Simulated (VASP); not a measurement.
# KCl (Fm-3m) in VASP: single point with LDA

Aim: the single point of KCl with LDA.

All numbers are computed with VASP 6.6.1; they aren't measurements. Logs are shortened: lines on timing, memory, paths and dates and some standing lists are left out, and cuts for length are marked.

### Step 1. The cell of the first run

It takes space group Fm-3m (No. 225, cubic). The conventional cell has a = 6.378 Å, b = 6.378 Å, c = 6.378 Å, α = 90.00°, β = 90.00°, γ = 90.00°. K (site symmetry m-3m) has 6 Cl at 3.19 Å within 4.2 Å. Cl (site symmetry m-3m) has 6 K at 3.19 Å within 4.2 Å.

### Step 2. Single point, LDA

POSCAR reads:

```
KCl
1.0
    0.0000000000      3.1891815558      3.1891815558
    3.1891815558      0.0000000000      3.1891815558
    3.1891815558      3.1891815558      0.0000000000
K Cl
1 1
Direct
    0.0000000000      0.0000000000      0.0000000000
    0.5000000000      0.5000000000      0.5000000000
```

INCAR.step1 reads:

```
SYSTEM = KCl
ALGO = Normal ; EDIFF = 1E-7
ENCUT = 520 ; ISIF = 2
ISMEAR = 0 ; LASPH = .TRUE.
LCHARG = .TRUE. ; LREAL = .FALSE.
LWAVE = .FALSE. ; NBANDS = 15
NELM = 80 ; PREC = Accurate
SIGMA = 0.02
```

KPOINTS.step1 reads:

```
k-points
0
G
  6 6 6
  0 0 0
```

INCAR.step2 reads:

```
SYSTEM = KCl
ALGO = Normal ; EDIFF = 1E-7
ENCUT = 520 ; ICHARG = 11
ISIF = 2 ; ISMEAR = -5
LASPH = .TRUE. ; LCHARG = .FALSE.
LORBIT = 10 ; LREAL = .FALSE.
LWAVE = .FALSE. ; NEDOS = 1001
NELM = 80 ; PREC = Accurate
SIGMA = 0.02
```

KPOINTS.step2 reads:

```
k-points
0
G
  9 9 9
  0 0 0
```

Potentials or basis: VASP PAW LDA potentials, release 64 (K_sv, Cl).

Command:

```console
$ cat potpaw_LDA.64/K_sv/POTCAR potpaw_LDA.64/Cl/POTCAR > POTCAR
$ cp INCAR.step1 INCAR
$ cp KPOINTS.step1 KPOINTS
$ mpirun -np 1 vasp_std > vasp.out
$ cp INCAR.step2 INCAR
$ cp KPOINTS.step2 KPOINTS
$ mpirun -np 1 vasp_std > vasp.out
```

OUTCAR:

```text
SYSTEM = KCl
   EDIFF = 1E-7
   ENCUT = 520
   ICHARG = 11
   ISIF = 2
   ISMEAR = -5
   LASPH = .TRUE.
   LORBIT = 10
   LREAL = .FALSE.
   NELM = 80
   PREC = Accurate

 ion  position               nearest neighbor table
   1  0.000  0.000  0.000-   2 3.19   2 3.19   2 3.19   2 3.19   2 3.19   2 3.19
   2  0.500  0.500  0.500-   1 3.19   1 3.19   1 3.19   1 3.19   1 3.19   1 3.19

  LATTYP: Found a face centered cubic cell.
 ALAT       =     6.3783631116

  Lattice vectors:

 A1 = (   0.0000000000,   3.1891815558,   3.1891815558)
 A2 = (   3.1891815558,   0.0000000000,   3.1891815558)
 A3 = (   3.1891815558,   3.1891815558,   0.0000000000)

Analysis of symmetry for initial positions (statically):
=====================================================================
 Subroutine PRICEL returns:
 Original cell was already a primitive cell.

 Routine SETGRP: Setting up the symmetry group for a
 face centered cubic supercell.

 Subroutine GETGRP returns: Found 48 space group operations
 (whereof 48 operations were pure point group operations)
 out of a pool of 48 trial point group operations.

The static configuration has the point symmetry O_h .

Analysis of symmetry for dynamics (positions and initial velocities):
=====================================================================
 Subroutine PRICEL returns:
 Original cell was already a primitive cell.

 Routine SETGRP: Setting up the symmetry group for a
 face centered cubic supercell.

 Subroutine GETGRP returns: Found 48 space group operations
 (whereof 48 operations were pure point group operations)
 out of a pool of 48 trial point group operations.

The dynamic configuration has the point symmetry O_h .

 Subroutine INISYM returns: Found 48 space group operations
 (whereof 48 operations are pure point group operations),
 and found     1 'primitive' translations

----------------------------------------------------------------------------------------

                                     Primitive cell

  volume of cell :      64.8736

  direct lattice vectors                    reciprocal lattice vectors
     0.000000000  3.189181556  3.189181556    -0.156780036  0.156780036  0.156780036
     3.189181556  0.000000000  3.189181556     0.156780036 -0.156780036  0.156780036
     3.189181556  3.189181556  0.000000000     0.156780036  0.156780036 -0.156780036

  length of vectors
     4.510183809  4.510183809  4.510183809     0.271550988  0.271550988  0.271550988

  position of ions in fractional coordinates (direct lattice)
[... 98 lines left out ...]
   IALGO  =     38    algorithm
   IMIX   =      4    mixing-type and parameters
     AMIX     =   0.40;   BMIX     =  1.00
     AMIX_MAG =   1.60;   BMIX_MAG =  1.00
  volume/ion in A,a.u.               =      32.44       218.89
  Fermi-wavevector in a.u.,A,eV,Ry     =   1.026657  1.940101 14.340889  1.054026
  Thomas-Fermi vector in A             =   2.160562
   LORBIT       =     10    0 simple, 1 ext, 2 COOP (PROOUT), +10 PAW based schemes
   GGA     = CA    functional components
   LHFCALC =     F    Hartree Fock is set to
   AEXX    =    0.0000 exact exchange contribution
   IVDW    =     0    specifies the selected vdW correction
   LEPSILON=     F    determine dielectric tensor
   LRPA    =     F    only Hartree local field effects (RPA)
 non-spin polarized calculation
 Fermi weights with tetrahedron method with Bloechl corrections
  energy-cutoff  :      520.00
  volume of cell :       64.87
 maximum number of plane-waves:      1807
 NGX is ok and might be reduce to    36

 number of electron      15.9999998 magnetization

 Free energy of the ion-electron system (eV)
  ---------------------------------------------------
  ext. energy  EPLUGINS =         0.00000000
  ---------------------------------------------------
  free energy    TOTEN  =        -7.33542944 eV

  energy without entropy =       -7.33542944  energy(sigma->0) =       -7.33542944

 E-fermi :  -2.2219     XC(G=0):  -7.9442

 val. band max:       -2.2407369889   @ k =   0.0000   0.0000   0.0000
 cond. band min:       2.3781533077   @ k =   0.0000   0.0000   0.0000
 fundamental gap:      4.6188902966
 Fermi energy:        -2.2219455094

 k-point     1 :       0.0000    0.0000    0.0000
  band No.  band energies     occupation
      1     -29.1690      2.00000
      2     -14.2218      2.00000
      3     -12.8655      2.00000
      4     -12.8655      2.00000
      5     -12.8655      2.00000
      6      -2.2407      2.00000
      7      -2.2407      2.00000
      8      -2.2407      2.00000
      9       2.3782      0.00000
     10       5.8234      0.00000
     11       5.8234      0.00000
     12       5.8234      0.00000
[... 331 lines left out ...]
 k-point    24 :       0.4444    0.4444    0.0000
  band No.  band energies     occupation
      1     -29.1569      2.00000
      2     -14.1412      2.00000
      3     -12.9763      2.00000
      4     -12.9161      2.00000
      5     -12.9161      2.00000
      6      -2.9230      2.00000
      7      -2.4627      2.00000
      8      -2.4627      2.00000
      9       3.9987      0.00000
     10       5.3970      0.00000
     11       7.2842      0.00000
     12       7.6862      0.00000

 [... further k-points ...]

------------------------ aborting loop because EDIFF is reached ----------------------------------------

  FORCE on cell =-STRESS in cart. coord.  units (eV):
  Direction    XX          YY          ZZ          XY          YZ          ZX
  --------------------------------------------------------------------------------------
  -------------------------------------------------------------------------------------
  Total       -0.9819707     -0.9819707     -0.9819707      0.0000000      0.0000000      0.0000000
  in kB      -24.2516549    -24.2516549    -24.2516549      0.0000000      0.0000000      0.0000000
  external PRESSURE =     -24.2516549 kB  Pullay stress =       0.0000000 kB

 VOLUME and BASIS-vectors are now :
 -----------------------------------------------------------------------------
  energy-cutoff  :      520.00
  volume of cell :       64.87
      direct lattice vectors                 reciprocal lattice vectors
     0.000000000  3.189181556  3.189181556    -0.156780036  0.156780036  0.156780036
     3.189181556  0.000000000  3.189181556     0.156780036 -0.156780036  0.156780036
     3.189181556  3.189181556  0.000000000     0.156780036  0.156780036 -0.156780036

 POSITION                                       TOTAL-FORCE (eV/Angst)
 -----------------------------------------------------------------------------------
      0.00000      0.00000      0.00000         0.000000      0.000000      0.000000
      3.18918      3.18918      3.18918        -0.000000     -0.000000     -0.000000
 -----------------------------------------------------------------------------------
    total drift:                                0.000000      0.000000      0.000000

  FREE ENERGIE OF THE ION-ELECTRON SYSTEM (eV)
  ---------------------------------------------------
  free  energy   TOTEN  =        -7.3354294394 eV

  energy  without entropy=       -7.3354294394  energy(sigma->0) =       -7.33542944

 total charge

# of ion       s       p       d       tot
------------------------------------------
    1        1.954   5.560   0.024   7.538
    2        1.584   3.527   0.000   5.112
--------------------------------------------------
tot          3.538   9.088   0.024  12.650
```

OUTCAR.step1:

```text
SYSTEM = KCl
   EDIFF = 1E-7
   ENCUT = 520
   ISIF = 2
   ISMEAR = 0
   LASPH = .TRUE.
   LREAL = .FALSE.
[... 498 lines left out ...]
      0.00000      0.00000      0.00000        -0.000000      0.000000     -0.000000
      3.18918      3.18918      3.18918         0.000000     -0.000000      0.000000
 -----------------------------------------------------------------------------------
    total drift:                                0.000000      0.000000      0.000000

  FREE ENERGIE OF THE ION-ELECTRON SYSTEM (eV)
  ---------------------------------------------------
  free  energy   TOTEN  =        -7.3354175751 eV

  energy  without entropy=       -7.3354175751  energy(sigma->0) =       -7.33541758
```

Run time: 50 s. Hardware: 1 thread of AMD EPYC 7R43 (Zen 3), shared host; peak memory 0.14 GiB.

Results:

```
Valence electrons inside the program's atomic spheres : K 7.54; Cl 5.11
```
